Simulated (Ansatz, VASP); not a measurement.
## Two plane-wave programs on InAs

```xyz
2
Lattice="0.0000 2.8716 2.8716 2.8716 0.0000 2.8716 2.8716 2.8716 0.0000" Properties=species:S:1:pos:R:3 pbc="T T T"
In    0.0000    0.0000    0.0000
As    1.4358    1.4358    1.4358
```

Alike in both runs: task single point; functional PBEsol; k mesh 14 × 14 × 14; occupations gaussian, width 0.05 eV; no spin polarisation.

|  | VASP | Ansatz |
| --- | --- | --- |
| version | VASP 6.6.1 | Ansatz 0.2.0 |
| potentials or method | VASP PAW PBE potentials, release 64 (In_d, As), cutoff 520 eV | scalar-relativistic, plane waves, PAW |
| valence electrons in the cell | 18 | 28 |

Ansatz gave:

- gap on the k mesh at the Fermi level (eV): 0.49
- least direct gap on the mesh (eV): 0.49
- pressure (GPa): 14.6

Problem. Estimate VASP's values.

Solution. gap on the k mesh at the Fermi level (eV): 0.50; least direct gap on the mesh (eV): 0.50; pressure (GPa): 14.8.

VASP's potentials were made for PBE, not for PBEsol. With one functional, cell and mesh, what is left measures potentials, basis and numerics. VASP's potentials hold 18 valence electrons a cell and Ansatz's 28, so a difference there can come from the potentials and not from the codes.
